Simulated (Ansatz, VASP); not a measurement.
**One calculation of Na4Au, two programs**

```
Na Au
1.0
     5.28384    0.00000    0.00000
    -2.64192    4.57594    0.00000
     0.00000    0.00000    8.00663
Na Au
4 1
Cartesian
  0.0000 3.0506 0.0000
  2.6419 1.5253 0.0000
  2.6419 1.5253 5.1470
  2.6419 1.5253 2.8596
  0.0000 3.0506 4.0033
```

Alike in both runs: task relaxation of cell and atoms; functional PBE; k mesh 6 × 6 × 2; occupations gaussian, width 0.1 eV; no spin polarisation.

|  | VASP | Ansatz |
| --- | --- | --- |
| version | VASP 6.6.1 | Ansatz 0.2.0 |
| potentials or method | VASP PAW PBE potentials, release 64 (Na_pv, Au), cutoff 600 eV | scalar-relativistic, plane waves, PAW |
| valence electrons in the cell | 39 | 55 |

Ansatz gave:

```
gap on the k mesh at the Fermi level, each at its own relaxed structure (eV) : none
relaxed volume (Å³/atom)                                                     : 39.26
relaxed cell length with the largest relative difference (Å)                 : 4.815
```

Q: Which values does VASP return?

A: gap on the k mesh at the Fermi level, each at its own relaxed structure (eV): none; relaxed volume (Å³/atom): 39.19; relaxed cell length with the largest relative difference (Å): 4.812.

A gap of «none» marks a metal or a gap that the smearing closes. VASP's potentials hold 39 valence electrons a cell and Ansatz's 55, so a difference there can come from the potentials and not from the codes.

The k mesh is coarse, so the values compare programs but aren't converged. Spin-orbit coupling is off throughout.
